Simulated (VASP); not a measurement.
Here is a VASP 6.6.1 calculation.

The input INCAR:

```
PREC = Accurate ; ENCUT = 520
EDIFF = 1E-7 ; ISMEAR = 0
SIGMA = 0.15 ; LREAL = False
LASPH = True ; NELM = 100
ALGO = Normal ; ISIF = 2
LWAVE = False ; LCHARG = False
GGA = CA ; NBANDS = 12
```

Contents of KPOINTS:

```
Automatic mesh
0
Gamma
  20 20 20
```

The input POSCAR:

```
Ti
1.0
   -1.5917700000      1.5917700000      1.6410000000
    1.5917700000     -1.5917700000      1.6410000000
    1.5917700000      1.5917700000     -1.6410000000
Ti
1
Direct
    0.0000000000      0.0000000000      0.0000000000
```

Potentials or basis: VASP PAW LDA potentials, release 64 (Ti_sv).

Run with:

```bash
$ cat potpaw_LDA.64/Ti_sv/POTCAR > POTCAR
$ mpirun -np 1 vasp_std > vasp.out
```

Problem. Estimate the band gap on the k mesh.

Solution. Zero (band 6 reaches 9.28 eV, above the bottom of band 7 at 7.65 eV).

Problem. Predict the pressure.

Solution. -5.3 GPa.

Stress tensor (GPa, compression positive):
```
-5.47  0.00  0.00
 0.00 -5.47  0.00
 0.00  0.00 -4.99
```

Caveat: the cell differs from its parent crystal (strain -0.0300 x Voigt [1, 1, 0, 0, 0, 0]).
